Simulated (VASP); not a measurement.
AlCo: single point with PBE

AlCo:

```xyz
2
Lattice="2.8194 0.0000 0.0000 0.0000 2.8194 0.0000 0.0000 0.0000 2.8194" Properties=species:S:1:pos:R:3 pbc="T T T"
Co    1.4097    1.4097    1.4097
Al    0.0000    0.0000    0.0000
```

- Program: VASP 6.6.1
- Task: single point
- Functional: PBE
- Potentials or basis: VASP PAW PBE potentials, release 64 (Co, Al)
- Cutoff: 520 eV
- k mesh: 8 × 8 × 8
- Occupations: fermi-dirac, width 0.05 eV
- Spin: collinear spin, ferromagnetic start
- Starting moments: [3.0, 0.0] μB
- Fixed moment: 3 μB

```
Pressure                                              : 45.6 GPa
Net moment                                            : 3.00 μB per cell
Site moments                                          : Co +2.45; Al +0.12 μB
Valence electrons inside the program's atomic spheres : Co 8.37; Al 0.89
```

Wall time 21 s on 1 thread of Intel(R) Xeon(R) Platinum 8488C (Sapphire Rapids), with other jobs on the host, peak memory 0.16 GiB.

Caveat: the total moment is fixed, so each spin has its own Fermi level.
